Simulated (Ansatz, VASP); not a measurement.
Two plane-wave programs on CaF2

```
Ca F
1.0
     7.73478    0.00000    0.00000
     0.00000    5.46932    0.00000
     0.00000    0.00000   25.67219
Ca F
8 16
Direct
  0.25000 0.50000 0.31162
  0.75000 0.50000 0.31162
  0.50000 0.00000 0.38694
  0.00000 0.00000 0.38694
  0.75058 0.50302 0.46478
  0.24988 0.49607 0.46567
  0.00345 0.99677 0.53245
  0.49241 0.99098 0.53388
  0.50000 0.75000 0.31162
  0.00000 0.75000 0.31162
  0.50000 0.25000 0.31162
  0.00000 0.25000 0.31162
  0.75000 0.25000 0.38694
  0.25000 0.25000 0.38694
  0.75000 0.75000 0.38694
  0.25000 0.75000 0.38694
  0.00239 0.74623 0.46163
  0.49713 0.74460 0.46202
  0.99541 0.24810 0.46206
  0.50587 0.24605 0.46390
  0.24585 0.23244 0.53627
  0.76201 0.25712 0.54306
  0.24753 0.75501 0.53887
  0.75064 0.77593 0.53533
```

Alike in both runs: task single point; functional PBE; dispersion D3(BJ); k mesh 2 × 3 × 1; occupations gaussian, width 0.05 eV; no spin polarisation.

|  | VASP | Ansatz |
| --- | --- | --- |
| version | VASP 6.6.1 | Ansatz 0.2.0 |
| potentials or method | VASP PAW PBE potentials, release 64 (Ca_sv, F), cutoff 520 eV | scalar-relativistic, plane waves, PAW |
| valence electrons in the cell | 192 | 192 |

|  | VASP | Ansatz | Ansatz less VASP |
| --- | --- | --- | --- |
| gap on the k mesh at the Fermi level (eV) | 4.75 | 4.76 | +0.007 |
| least direct gap on the mesh (eV) | 4.76 | 4.76 | +0.007 |
| rms of the force components (eV/Å) | 0.318 | 0.322 | +0.0047 |
